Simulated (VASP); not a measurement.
## SnO2: single point with PBEsol

The system is SnO2.

```xyz
6
Lattice="4.6969 0.0000 0.0000 0.0000 4.6969 0.0000 0.0000 0.0000 3.2487" Properties=species:S:1:pos:R:3 pbc="T T T"
Sn    2.3485    2.3485    1.6243
Sn    0.0000    0.0000    0.0000
O     0.9087    3.7883    1.6243
O     3.7883    0.9087    1.6243
O     1.4398    1.4398    0.0000
O     3.2571    3.2571    0.0000
```

This cell differs from its parent crystal: biaxial strain in the a-b plane: -1.5 %, then relaxed in part.

- Program: VASP 6.6.1
- Task: single point
- Functional: PBEsol
- Potentials or basis: VASP PAW PBE potentials, release 64 (Sn_d, O)
- Cutoff: 520 eV
- k mesh: 6 × 6 × 8
- Occupations: gaussian, width 0.02 eV
- Spin: no spin polarisation
- Dipole correction: no
- Further INCAR settings: ALGO = Normal; EDIFF = 1e-07; NBANDS = 35

```
Pressure               : 3.8 GPa
Largest force          : 0.009 eV/Å
Band gap on the k mesh : 1.05 eV
```

Forces on the atoms (eV/Å):
```
Sn   0.000  0.000  0.000
Sn   0.000  0.000  0.000
O    0.007 -0.007  0.000
O   -0.007  0.007  0.000
O   -0.007 -0.007  0.000
O    0.007  0.007  0.000
```

Stress tensor (GPa, compression positive):
```
5.19 0.00 0.00
0.00 5.19 0.00
0.00 0.00 0.87
```

Levels at points of the mesh, in eV from the valence-band top:
```tsv
k point	band 24	band 25	band 26	band 27	band 28	band 29
(0.00, 0.00, 0.00)	-0.76	-0.76	0.00	1.05	5.77	5.96
(0.50, 0.00, 0.00)	-1.26	-0.62	-0.62	4.31	4.31	6.72
(0.50, 0.50, 0.00)	-1.40	-0.85	-0.85	4.65	4.65	7.25
(0.00, 0.00, 0.50)	-1.70	-1.26	-1.26	6.06	6.06	9.64
(0.50, 0.00, 0.50)	-1.09	-0.65	-0.65	6.38	6.38	8.02
(0.50, 0.50, 0.50)	-0.95	-0.79	-0.79	4.77	4.77	8.72
```

Run time: 72 s on 1 thread of AMD EPYC 9R45 96-Core Processor (Zen 5), with other jobs on the host, peak memory 0.2 GiB.

Caveat: the cell differs from its parent crystal (biaxial strain in the a-b plane: -1.5 %, then relaxed in part); the cell stands under pressure; the PAW data sets were made with another functional, which shifts forces and pressure a little; spin-orbit coupling is left out, which moves the levels of the heavy elements.
